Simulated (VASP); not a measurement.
# C (Fm-3) in VASP: relaxation of cell and atoms with PBE+D3(BJ)

Aim: the relaxation of cell and atoms of C with PBE+D3(BJ).

Everything below comes from runs of VASP 6.6.1. Logs are shortened: lines on timing, memory, paths and dates and some standing lists are left out, and cuts for length are marked.

## Step 1: The cell of the first run

Symmetry: Fm-3, No. 202, cubic system. Conventional cell: a = 14.271 Å, b = 14.271 Å, c = 14.271 Å, α = 90.00°, β = 90.00°, γ = 90.00°. Within 1.9 Å of C (site symmetry m) lie 3 C at 1.40 to 1.45 Å. C (site symmetry 1) has 3 C at 1.40 to 1.45 Å within 1.9 Å. C (site symmetry 1) has 3 C at 1.40 to 1.45 Å within 1.9 Å.

## Step 2: Relaxation of cell and atoms, PBE+D3(BJ)

INCAR reads:

```
SYSTEM = C
PREC = Accurate
ENCUT = 600
EDIFF = 1E-6
ISMEAR = 0
SIGMA = 0.02
LREAL = Auto
LASPH = .TRUE.
NELM = 100
ALGO = Normal
ISIF = 3
LWAVE = .FALSE.
LCHARG = .FALSE.
GGA = PE
IVDW = 12
IBRION = 2
NSW = 100
EDIFFG = -0.005
LUSENCCL = .FALSE.
```

KPOINTS reads:

```
Automatic mesh
0
G
  4 4 4
  0 0 0
```

POSCAR reads:

```
C
1.0
    0.0000000000      7.1356472484      7.1356472484
    7.1356472484      0.0000000000      7.1356472484
    7.1356472484      7.1356472484      0.0000000000
C
60
Direct
    0.1952244072      0.2932422080      0.8047755928
    0.2932422080      0.1952244072      0.7067577920
    0.7067577920      0.8047755928      0.2932422080
    0.8047755928      0.7067577920      0.1952244072
    0.8047755928      0.1952244072      0.2932422080
    0.7067577920      0.2932422080      0.1952244072
    0.2932422080      0.7067577920      0.8047755928
    0.1952244072      0.8047755928      0.7067577920
    0.2932422080      0.8047755928      0.1952244072
    0.1952244072      0.7067577920      0.2932422080
    0.8047755928      0.2932422080      0.7067577920
    0.7067577920      0.1952244072      0.8047755928
    0.1949167279      0.2300411508      0.9696468984
    0.2300411508      0.1949167279      0.6053952229
    0.6053952229      0.9696468984      0.2300411508
    0.9696468984      0.6053952229      0.1949167279
    0.9696468984      0.1949167279      0.2300411508
    0.6053952229      0.2300411508      0.1949167279
    0.2300411508      0.6053952229      0.9696468984
    0.1949167279      0.9696468984      0.6053952229
    0.2300411508      0.9696468984      0.1949167279
    0.1949167279      0.6053952229      0.2300411508
    0.9696468984      0.2300411508      0.6053952229
    0.6053952229      0.1949167279      0.9696468984
    0.8050832721      0.7699588492      0.0303531016
    0.7699588492      0.8050832721      0.3946047771
    0.3946047771      0.0303531016      0.7699588492
    0.0303531016      0.3946047771      0.8050832721
    0.0303531016      0.8050832721      0.7699588492
    0.3946047771      0.7699588492      0.8050832721
    0.7699588492      0.3946047771      0.0303531016
    0.8050832721      0.0303531016      0.3946047771
    0.7699588492      0.0303531016      0.8050832721
    0.8050832721      0.3946047771      0.7699588492
    0.0303531016      0.7699588492      0.3946047771
    0.3946047771      0.8050832721      0.0303531016
    0.0302772931      0.2926121708      0.0715094360
    0.2926121708      0.0302772931      0.6056011002
    0.6056011002      0.0715094360      0.2926121708
    0.0715094360      0.6056011002      0.0302772931
    0.0715094360      0.0302772931      0.2926121708
    0.6056011002      0.2926121708      0.0302772931
    0.2926121708      0.6056011002      0.0715094360
    0.0302772931      0.0715094360      0.6056011002
    0.2926121708      0.0715094360      0.0302772931
    0.0302772931      0.6056011002      0.2926121708
    0.0715094360      0.2926121708      0.6056011002
    0.6056011002      0.0302772931      0.0715094360
    0.9697227069      0.7073878292      0.9284905640
    0.7073878292      0.9697227069      0.3943988998
    0.3943988998      0.9284905640      0.7073878292
    0.9284905640      0.3943988998      0.9697227069
    0.9284905640      0.9697227069      0.7073878292
    0.3943988998      0.7073878292      0.9697227069
    0.7073878292      0.3943988998      0.9284905640
    0.9697227069      0.9284905640      0.3943988998
    0.7073878292      0.9284905640      0.9697227069
    0.9697227069      0.3943988998      0.7073878292
    0.9284905640      0.7073878292      0.3943988998
    0.3943988998      0.9697227069      0.9284905640
```

Potentials or basis: VASP PAW PBE potentials, release 64 (C).

Started as:

```sh
> cat potpaw_PBE.64/C/POTCAR > POTCAR
> mpirun -np 1 vasp_std > vasp.out
```

OUTCAR:

```text
SYSTEM = C
   PREC = Accurate
   ENCUT = 600
   EDIFF = 1E-6
   ISMEAR = 0
   LREAL = Auto
   LASPH = .TRUE.
   NELM = 100
   ISIF = 3
   GGA = PE
   IVDW = 12
   IBRION = 2
   NSW = 100
   EDIFFG = -0.005
 IVDW          = 12

 ion  position               nearest neighbor table
   1  0.195  0.293  0.805-   2 1.40  13 1.45  28 1.45
   2  0.293  0.195  0.707-   1 1.40  27 1.45  14 1.45
   3  0.707  0.805  0.293-   4 1.40  15 1.45  26 1.45
   4  0.805  0.707  0.195-   3 1.40  16 1.45  25 1.45
   5  0.805  0.195  0.293-   6 1.40  17 1.45  32 1.45
   6  0.707  0.293  0.195-   5 1.40  31 1.45  18 1.45
[... 52 lines left out ...]
  59  0.928  0.707  0.394-  26 1.40  35 1.45  46 1.45
  60  0.394  0.970  0.928-  27 1.40  36 1.45  45 1.45

  LATTYP: Found a face centered cubic cell.
 ALAT       =    14.2712944968

  Lattice vectors:

 A1 = (   0.0000000000,   7.1356472484,   7.1356472484)
 A2 = (   7.1356472484,   0.0000000000,   7.1356472484)
 A3 = (   7.1356472484,   7.1356472484,   0.0000000000)

Analysis of symmetry for initial positions (statically):
=====================================================================
 Subroutine PRICEL returns:
 Original cell was already a primitive cell.

 Routine SETGRP: Setting up the symmetry group for a
 face centered cubic supercell.

 Subroutine GETGRP returns: Found 24 space group operations
 (whereof 24 operations were pure point group operations)
 out of a pool of 48 trial point group operations.

The static configuration has the point symmetry T_h .

Analysis of symmetry for dynamics (positions and initial velocities):
=====================================================================
 Subroutine PRICEL returns:
 Original cell was already a primitive cell.

 Routine SETGRP: Setting up the symmetry group for a
 face centered cubic supercell.

 Subroutine GETGRP returns: Found 24 space group operations
 (whereof 24 operations were pure point group operations)
 out of a pool of 48 trial point group operations.

The dynamic configuration has the point symmetry T_h .

 Subroutine INISYM returns: Found 24 space group operations
 (whereof 24 operations are pure point group operations),
 and found     1 'primitive' translations

----------------------------------------------------------------------------------------

                                     Primitive cell

  volume of cell :     726.6581

  direct lattice vectors                    reciprocal lattice vectors
     0.000000000  7.135647248  7.135647248    -0.070070728  0.070070728  0.070070728
     7.135647248  0.000000000  7.135647248     0.070070728 -0.070070728  0.070070728
     7.135647248  7.135647248  0.000000000     0.070070728  0.070070728 -0.070070728

  length of vectors
    10.091329115 10.091329115 10.091329115     0.121366062  0.121366062  0.121366062

  position of ions in fractional coordinates (direct lattice)
     0.195224407  0.293242208  0.804775593
     0.293242208  0.195224407  0.706757792
     0.706757792  0.804775593  0.293242208
     0.804775593  0.706757792  0.195224407
     0.804775593  0.195224407  0.293242208
     0.706757792  0.293242208  0.195224407
[... 52 lines left out ...]
     0.928490564  0.707387829  0.394398900
     0.394398900  0.969722707  0.928490564

  ion indices of the primitive-cell ions
   primitive index   ion index
                 1           1
                 2           2
                 3           3
                 4           4
                 5           5
                 6           6
[... 52 lines left out ...]
                59          59
                60          60

----------------------------------------------------------------------------------------

 KPOINTS: Automatic mesh

Automatic generation of k-mesh.
 Grid dimensions read from file:
 generate k-points for:    4    4    4

 Generating k-lattice:

  Cartesian coordinates                     Fractional coordinates (reciprocal lattice)
    -0.017517682  0.017517682  0.017517682     0.250000000  0.000000000  0.000000000
     0.017517682 -0.017517682  0.017517682     0.000000000  0.250000000  0.000000000
     0.017517682  0.017517682 -0.017517682     0.000000000  0.000000000  0.250000000

  Length of vectors
     0.030341515  0.030341515  0.030341515

  Shift w.r.t. Gamma in fractional coordinates (k-lattice)
     0.000000000  0.000000000  0.000000000

 Subroutine IBZKPT returns following result:
 ===========================================

 Found      8 irreducible k-points:

 Following reciprocal coordinates:
            Coordinates               Weight
  0.000000  0.000000  0.000000      1.000000
  0.250000  0.000000  0.000000      8.000000
  0.500000  0.000000  0.000000      4.000000
  0.250000  0.250000  0.000000      6.000000
  0.500000  0.250000  0.000000     24.000000
 -0.250000  0.250000  0.000000     12.000000
  0.500000  0.500000  0.000000      3.000000
 -0.250000  0.500000  0.250000      6.000000
   k-points           NKPTS =      8   k-points in BZ     NKDIM =      8   number of bands    NBANDS=    151
   number of dos      NEDOS =    301   number of ions     NIONS =     60
   total plane-waves  NPLWV = 592704
   dimension x,y,z NGX =    84 NGY =   84 NGZ =   84
   dimension x,y,z NGXF=   168 NGYF=  168 NGZF=  168
   ions per type =              60
   NGX,Y,Z   is equivalent  to a cutoff of  13.84, 13.84, 13.84 a.u.
   NGXF,Y,Z  is equivalent  to a cutoff of  27.68, 27.68, 27.68 a.u.
 SYSTEM =  C
   PREC   = accura    normal or accurate (medium, high low for compatibility)
   ISTART =      0    job   : 0-new  1-cont  2-samecut
   ICHARG =      2    charge: 1-file 2-atom 10-const
   ISPIN  =      1    spin polarized calculation?
   LNONCOLLINEAR =      F non collinear calculations
   LSORBIT =      F    spin-orbit coupling
   LASPH  =      T    aspherical Exc in radial PAW
   ENCUT  =  600.0 eV  44.10 Ry    6.64 a.u.  20.15 20.15 20.15*2*pi/ulx,y,z
   NELM   =    100;   NELMIN=  2; NELMDL= -5     # of ELM steps
   EDIFF  = 0.1E-05   stopping-criterion for ELM
   LREAL  =      T    real-space projection
   EDIFFG = -.5E-02   stopping-criterion for IOM
   NSW    =    100    number of steps for IOM
   IBRION =      2    ionic relax: 0-MD 1-quasi-New 2-CG
   NFREE  =      1    steps in history (QN), initial steepest desc. (CG)
   ISIF   =      3    stress and relaxation
   ISYM   =      2    0-nonsym 1-usesym 2-fastsym
   POTIM  = 0.5000    time-step for ionic-motion
   TEBEG  =    0.0;   TEEND  =   0.0 temperature during run
   PSTRESS=    0.0 pullay stress
   NELECT =     240.0000    total number of electrons
   NUPDOWN=      -1.0000    fix difference up-down
   EMIN   =  10.00;   EMAX   =-10.00  energy-range for DOS
   EFERMI =   0.00;   METHOD = LEGACY
   ISMEAR =     0;   SIGMA  =   0.02  broadening in eV -4-tet -1-fermi 0-gaus
   EFERMI_NEDOS =   21; number of points for ismear=-14 and -15
   IALGO  =     38    algorithm
   IMIX   =      4    mixing-type and parameters
     AMIX     =   0.40;   BMIX     =  1.00
     AMIX_MAG =   1.60;   BMIX_MAG =  1.00
  volume/ion in A,a.u.               =      12.11        81.73
  Fermi-wavevector in a.u.,A,eV,Ry     =   1.131623  2.138458 17.423230  1.280571
  Thomas-Fermi vector in A             =   2.268323
   LORBIT       =      0    0 simple, 1 ext, 2 COOP (PROOUT), +10 PAW based schemes
   GGA     = PE    functional components
   LHFCALC =     F    Hartree Fock is set to
   AEXX    =    0.0000 exact exchange contribution
   IVDW    =    12    specifies the selected vdW correction
   LEPSILON=     F    determine dielectric tensor
   LRPA    =     F    only Hartree local field effects (RPA)
 conjugate gradient relaxation of ions
 non-spin polarized calculation
 Gauss-broadening in eV      SIGMA  =   0.02
  energy-cutoff  :      600.00
  volume of cell :      726.66
 maximum number of plane-waves:     24309
 NGX is ok and might be reduce to    84
   NGX = 41   NGY = 41   NGZ = 41

--------------------------------------- Ionic step        1  -------------------------------------------

 number of electron     240.0000010 magnetization

 Free energy of the ion-electron system (eV)
  ---------------------------------------------------
  ext. energy  EPLUGINS =         0.00000000
  ---------------------------------------------------
  free energy    TOTEN  =      -530.95752948 eV

  energy without entropy =     -530.95752948  energy(sigma->0) =     -530.95752948

------------------------ aborting loop because EDIFF is reached ----------------------------------------

 Edisp (eV)   -6.85646

 E8    (eV) :    -1.9656

  FORCE on cell =-STRESS in cart. coord.  units (eV):
  Direction    XX          YY          ZZ          XY          YZ          ZX
  --------------------------------------------------------------------------------------
  -------------------------------------------------------------------------------------
  Total       0.57722     0.57722     0.57722     0.00000     0.00000    -0.00000
  in kB       1.27269     1.27269     1.27269     0.00000     0.00000    -0.00000
  external pressure =        1.27 kB  Pullay stress =        0.00 kB
[... 271 lines left out ...]
  FREE ENERGIE OF THE ION-ELECTRON SYSTEM (eV)
  ---------------------------------------------------
  free  energy   TOTEN  =      -537.8158863674 eV

  energy  without entropy=     -537.8158863674  energy(sigma->0) =     -537.81588637

[... ionic steps 4 to 25 ...]

--------------------------------------- Ionic step       26  -------------------------------------------

 number of electron     239.9999999 magnetization

------------------------ aborting loop because EDIFF is reached ----------------------------------------

 Edisp (eV)   -7.10248

 E8    (eV) :    -2.0324
[... 185 lines left out ...]
  energy  without entropy=     -537.8618304493  energy(sigma->0) =     -537.86183045

--------------------------------------- Ionic step       28  -------------------------------------------

 number of electron     239.9999999 magnetization

 Free energy of the ion-electron system (eV)
  ---------------------------------------------------
  ext. energy  EPLUGINS =         0.00000000
  ---------------------------------------------------
  free energy    TOTEN  =      -530.75948689 eV

  energy without entropy =     -530.75948689  energy(sigma->0) =     -530.75948689

 E-fermi :   1.7575     XC(G=0):  -8.5458

 val. band max:        1.6194284775   @ k =   0.5000   0.5000   0.0000
 cond. band min:       2.6555991717   @ k =   0.5000   0.5000   0.0000
 fundamental gap:      1.0361706942
 Fermi energy:         1.7574917497

 k-point     1 :       0.0000    0.0000    0.0000
  band No.  band energies     occupation
      1     -17.4371      2.00000
      2     -16.8510      2.00000
      3     -16.8510      2.00000
      4     -16.8510      2.00000
      5     -15.9654      2.00000
      6     -15.9654      2.00000
[... 1069 lines left out ...]
    131       5.0322      0.00000
    132       5.0526      0.00000
 [bands above 132 left out]

------------------------ aborting loop because EDIFF is reached ----------------------------------------

 Edisp (eV)   -7.10236

 E8    (eV) :    -2.0323

  FORCE on cell =-STRESS in cart. coord.  units (eV):
  Direction    XX          YY          ZZ          XY          YZ          ZX
  --------------------------------------------------------------------------------------
  -------------------------------------------------------------------------------------
  Total      -0.03053    -0.03053    -0.03053     0.00000     0.00000    -0.00000
  in kB      -0.07025    -0.07025    -0.07025     0.00000     0.00000    -0.00000
  external pressure =       -0.07 kB  Pullay stress =        0.00 kB
[... 75 lines left out ...]
  FREE ENERGIE OF THE ION-ELECTRON SYSTEM (eV)
  ---------------------------------------------------
  free  energy   TOTEN  =      -537.8618480381 eV

  energy  without entropy=     -537.8618480381  energy(sigma->0) =     -537.86184804

 reached required accuracy - stopping structural energy minimisation
```

Run time: 39 min. Hardware: 1 × NVIDIA H100 80GB with 1 thread of AMD EPYC 7R13 (Zen 3), shared host; peak memory 2.2 GiB.

Results:

```yaml
Free_energy: -537.8618 eV
Relaxed_volume: 11.60 Å³/atom
Relaxed_cell: a = 9.949 Å, b = 9.949 Å, c = 9.949 Å, α = 60.00°, β = 60.00°, γ = 60.00°
Space_group_after_relaxing_to_0.1_Å: Fm-3 (No. 202)
Energy_gained_by_relaxing: 0.8 meV/atom
Ionic_steps: 28
Pressure_after_relaxing: 0.0 GPa
Largest_force_after_relaxing: 0.003 eV/Å
Dispersion_energy_per_atom: -0.118 eV
```

Forces on the atoms (eV/Å):
```
C   -0.002  0.000  0.000
C    0.002  0.000  0.000
C   -0.002  0.000  0.000
C    0.002  0.000  0.000
C    0.000 -0.002  0.000
C    0.000  0.002  0.000
C    0.000 -0.002  0.000
C    0.000  0.002  0.000
C    0.000  0.000 -0.002
C    0.000  0.000  0.002
C    0.000  0.000 -0.002
C    0.000  0.000  0.002
C    0.000 -0.001 -0.003
C    0.000  0.001 -0.003
C    0.000  0.001  0.003
C    0.000 -0.001  0.003
C   -0.003  0.000 -0.001
C   -0.003  0.000  0.001
C    0.003  0.000  0.001
C    0.003  0.000 -0.001
C   -0.001 -0.003  0.000
C    0.001 -0.003  0.000
C    0.001  0.003  0.000
C   -0.001  0.003  0.000
C    0.000  0.001  0.003
C    0.000 -0.001  0.003
C    0.000 -0.001 -0.003
C    0.000  0.001 -0.003
C    0.003  0.000  0.001
C    0.003  0.000 -0.001
C   -0.003  0.000 -0.001
C   -0.003  0.000  0.001
C    0.001  0.003  0.000
C   -0.001  0.003  0.000
C   -0.001 -0.003  0.000
C    0.001 -0.003  0.000
C   -0.001 -0.001 -0.002
C    0.001  0.001 -0.002
C   -0.001  0.001  0.002
C    0.001 -0.001  0.002
C   -0.002 -0.001 -0.001
C   -0.002  0.001  0.001
C    0.002 -0.001  0.001
C    0.002  0.001 -0.001
C   -0.001 -0.002 -0.001
C    0.001 -0.002  0.001
C    0.001  0.002 -0.001
C   -0.001  0.002  0.001
C    0.001  0.001  0.002
C   -0.001 -0.001  0.002
C    0.001 -0.001 -0.002
C   -0.001  0.001 -0.002
C    0.002  0.001  0.001
C    0.002 -0.001 -0.001
C   -0.002  0.001 -0.001
C   -0.002 -0.001  0.001
C    0.001  0.002  0.001
C   -0.001  0.002 -0.001
C   -0.001 -0.002  0.001
C    0.001 -0.002 -0.001
```

The path:
```csv
step,energy change (eV),largest force (eV/Å),pressure (GPa),volume (Å³)
1,0.0000,0.0626,0.13,726.66
2,0.0040,0.1571,-0.46,727.67
3,-0.0019,0.0377,-0.09,727.02
4,-0.0036,0.0434,-0.24,726.68
5,-0.0036,0.0583,-0.29,726.58
6,-0.0043,0.0550,-0.29,726.33
7,-0.0064,0.0502,-0.29,725.58
8,-0.0100,0.0636,-0.29,724.07
9,-0.0160,0.0909,-0.29,721.05
10,-0.0222,0.1465,-0.28,715.05
11,-0.0245,0.1311,-0.25,714.32
12,-0.0302,0.0854,-0.15,712.12
13,-0.0365,0.0712,0.03,707.74
14,-0.0371,0.0838,0.12,705.79
15,-0.0391,0.0638,0.10,704.74
16,-0.0429,0.0827,0.05,701.57
17,-0.0396,0.1573,-0.03,695.27
18,-0.0434,0.1019,0.03,699.81
19,-0.0466,0.0427,-0.03,697.98
20,-0.0469,0.0544,-0.07,696.83
21,-0.0469,0.0480,-0.05,697.11
22,-0.0476,0.0152,-0.02,696.57
23,-0.0476,0.0170,-0.02,696.49
24,-0.0477,0.0136,0.01,696.37
25,-0.0478,0.0161,0.05,696.16
26,-0.0478,0.0101,0.02,696.22
27,-0.0478,0.0078,0.02,696.21
28,-0.0479,0.0030,-0.01,696.29
```

Final structure:
```
CELL_PARAMETERS angstrom
0.00000 7.03483 7.03483
7.03483 0.00000 7.03483
7.03483 7.03483 0.00000
ATOMIC_POSITIONS crystal
C 0.19821 0.29780 0.80179
C 0.29780 0.19821 0.70220
C 0.70220 0.80179 0.29780
C 0.80179 0.70220 0.19821
C 0.80179 0.19821 0.29780
C 0.70220 0.29780 0.19821
C 0.29780 0.70220 0.80179
C 0.19821 0.80179 0.70220
C 0.29780 0.80179 0.19821
C 0.19821 0.70220 0.29780
C 0.80179 0.29780 0.70220
C 0.70220 0.19821 0.80179
C 0.19787 0.23346 0.96908
C 0.23346 0.19787 0.59959
C 0.59959 0.96908 0.23346
C 0.96908 0.59959 0.19787
C 0.96908 0.19787 0.23346
C 0.59959 0.23346 0.19787
C 0.23346 0.59959 0.96908
C 0.19787 0.96908 0.59959
C 0.23346 0.96908 0.19787
C 0.19787 0.59959 0.23346
C 0.96908 0.23346 0.59959
C 0.59959 0.19787 0.96908
C 0.80213 0.76654 0.03092
C 0.76654 0.80213 0.40041
C 0.40041 0.03092 0.76654
C 0.03092 0.40041 0.80213
C 0.03092 0.80213 0.76654
C 0.40041 0.76654 0.80213
C 0.76654 0.40041 0.03092
C 0.80213 0.03092 0.40041
C 0.76654 0.03092 0.80213
C 0.80213 0.40041 0.76654
C 0.03092 0.76654 0.40041
C 0.40041 0.80213 0.03092
C 0.03057 0.29681 0.07263
C 0.29681 0.03057 0.59998
C 0.59998 0.07263 0.29681
C 0.07263 0.59998 0.03057
C 0.07263 0.03057 0.29681
C 0.59998 0.29681 0.03057
C 0.29681 0.59998 0.07263
C 0.03057 0.07263 0.59998
C 0.29681 0.07263 0.03057
C 0.03057 0.59998 0.29681
C 0.07263 0.29681 0.59998
C 0.59998 0.03057 0.07263
C 0.96943 0.70319 0.92737
C 0.70319 0.96943 0.40002
C 0.40002 0.92737 0.70319
C 0.92737 0.40002 0.96943
C 0.92737 0.96943 0.70319
C 0.40002 0.70319 0.96943
C 0.70319 0.40002 0.92737
C 0.96943 0.92737 0.40002
C 0.70319 0.92737 0.96943
C 0.96943 0.40002 0.70319
C 0.92737 0.70319 0.40002
C 0.40002 0.96943 0.92737
```
